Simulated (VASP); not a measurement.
Set up this calculation in VASP 6.6.1, as the native input.

```yaml
Task: single point
Functional: PBE
Potentials_or_basis: VASP PAW PBE potentials, release 64 (Mo_sv)
Cutoff: 520 eV
k_mesh: 10 × 10 × 13
Occupations: fermi-dirac, width 0.1 eV
Spin: no spin polarisation
Dipole_correction: no
Further_INCAR_settings: ALGO = Normal; EDIFF = 1e-06; NBANDS = 28
```

The structure of Mo lies in POSCAR:

```
Mo
1.0
    0.0000000000      3.1608399145     -3.1608399145
   -3.1608399145      0.0000000000      3.1608399145
    1.5804199573      1.5804199573      1.5804199573
Mo
3
Direct
    0.0000000000      0.0000000000      0.0000000000
    0.3333333330      0.6666666670      0.3333333330
    0.6666666670      0.3333333330      0.6666666670
```

One way to write it, as run:

INCAR

```
SYSTEM = Mo
PREC = Accurate
ENCUT = 520
EDIFF = 1E-6
ISMEAR = -1
SIGMA = 0.1
LREAL = .False.
LASPH = .True.
NELM = 60
ALGO = Normal
ISIF = 2
LWAVE = .False.
LCHARG = .False.
GGA = PE
NBANDS = 28
```

KPOINTS

```
regular mesh
0
Gamma
  10 10 13
  0 0 0
```

Potentials or basis: VASP PAW PBE potentials, release 64 (Mo_sv).

The run is started by

```sh
$ cat potpaw_PBE.64/Mo_sv/POTCAR > POTCAR
$ mpirun -np 1 vasp_std > vasp.out
```

It gave:

| Property | Result |
| --- | --- |
| Pressure | 0.5 GPa |
| Band gap on the k mesh | zero (bands 21 and 22 overlap by 3.26 eV) |

It took 2.7 min on 1 thread of Intel Xeon 8259CL (shared host), peak memory 0.27 GiB.
